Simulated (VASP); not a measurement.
Here is a VASP 6.6.1 calculation.

File POSCAR:

```
AlN
1.0
    0.0000000000      2.1848764208      2.1848764208
    2.1848764208      0.0000000000      2.1848764208
    2.1848764208      2.1848764208      0.0000000000
Al N
1 1
Direct
    0.0000000000      0.0000000000      0.0000000000
    0.2500000000      0.2500000000      0.2500000000
```

File INCAR.step1:

```
SYSTEM = AlN
PREC = Accurate
ENCUT = 500
EDIFF = 1E-8
ISMEAR = 0
SIGMA = 0.01
LREAL = .False.
LASPH = .True.
NELM = 60
ALGO = Normal
LWAVE = .True.
LCHARG = .False.
GGA = PE
```

The input INCAR.step2:

```
SYSTEM = AlN
PREC = Accurate
ENCUT = 500
EDIFF = 1E-8
ISMEAR = 0
SIGMA = 0.01
LREAL = .False.
LASPH = .True.
NELM = 1
ALGO = Exact
LWAVE = .True.
LCHARG = .False.
GGA = PE
NBANDS = 34
LOPTICS = .True.
ISTART = 1
```

The input INCAR.step3:

```
SYSTEM = AlN
PREC = Accurate
ENCUT = 500
EDIFF = 1E-8
ISMEAR = 0
SIGMA = 0.01
LREAL = .False.
LASPH = .True.
ALGO = EVGW0
LWAVE = .False.
LCHARG = .False.
GGA = PE
NELMGW = 1
NBANDS = 34
ENCUTGW = 100.0
NOMEGA = 48
PRECFOCK = Fast
ISTART = 1
NBANDSGW = 12
```

File KPOINTS:

```
Automatic mesh
0
Gamma
  4 4 4
  0 0 0
```

Potentials or basis: VASP PAW PBE potentials, release 64 (Al_GW, N_GW).

The run is started by

```console
$ cat potpaw_PBE.64/Al_GW/POTCAR potpaw_PBE.64/N_GW/POTCAR > POTCAR
$ cp INCAR.step1 INCAR
$ mpirun -np 1 vasp_std > vasp.out
$ cp INCAR.step2 INCAR
$ mpirun -np 1 vasp_std > vasp.out
$ cp INCAR.step3 INCAR
$ mpirun -np 1 vasp_std > vasp.out
```

**Question.** What does it give for the quasiparticle gap?

**Answer.** 4.38 eV.

**Question.** Estimate the least direct quasiparticle gap.

**Answer.** 5.61 eV.

**Question.** What does it give for the band gap on the k mesh, mean-field level?

**Answer.** 3.29 eV, indirect (least direct gap 4.17 eV).

Caveat: the k points lie up to 0.62 Å⁻¹ apart; bands, screening cutoff and mesh are small and nothing is extrapolated, so the quasiparticle values aren't converged. A k mesh can miss the band edges.
